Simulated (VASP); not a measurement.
A run of VASP 6.6.1:

POSCAR

```
Au
1.0
    0.0000000000      2.0074966285      2.0074966285
    2.0074966285      0.0000000000      2.0074966285
    2.0074966285      2.0074966285      0.0000000000
Au
1
Direct
    0.0000000000      0.0000000000      0.0000000000
```

Contents of INCAR.step1:

```
PREC = Accurate ; ENCUT = 440
EDIFF = 1E-5 ; ISMEAR = -1
SIGMA = 0.05 ; LREAL = F
LASPH = T ; NELM = 120
ALGO = Normal ; ISIF = 2
LWAVE = T ; LCHARG = F
GGA = PE ; NBANDS = 16
GGA_COMPAT = F
```

INCAR.step2

```
PREC = Accurate ; ENCUT = 440
EDIFF = 1E-6 ; ISMEAR = -1
SIGMA = 0.05 ; LREAL = F
LASPH = T ; NELM = 120
ALGO = Normal ; ISIF = 2
LWAVE = F ; LCHARG = F
METAGGA = R2SCAN ; LHFCALC = T
AEXX = 0.5 ; LMIXTAU = T
PRECFOCK = Normal ; ISTART = 1
NBANDS = 16 ; GGA_COMPAT = F
```

The input KPOINTS:

```
regular mesh
0
Gamma
  6 6 6
```

Potentials or basis: VASP PAW PBE potentials, release 64 (Au_sv_GW).

Command:

```console
$ cat potpaw_PBE.64/Au_sv_GW/POTCAR > POTCAR
$ cp INCAR.step1 INCAR
$ mpirun -np 1 vasp_std > vasp.out
$ cp INCAR.step2 INCAR
$ mpirun -np 1 vasp_std > vasp.out
```

Hardware: 1 thread of AMD EPYC 7R43 64-Core Processor (Zen 3), with other jobs on the host.

Problem. How long does it take, and how much memory?

Solution. It took 30 min on 1 thread of AMD EPYC 7R43 64-Core Processor (Zen 3), with other jobs on the host, peak memory 0.1 GiB. Counts: k points 16.
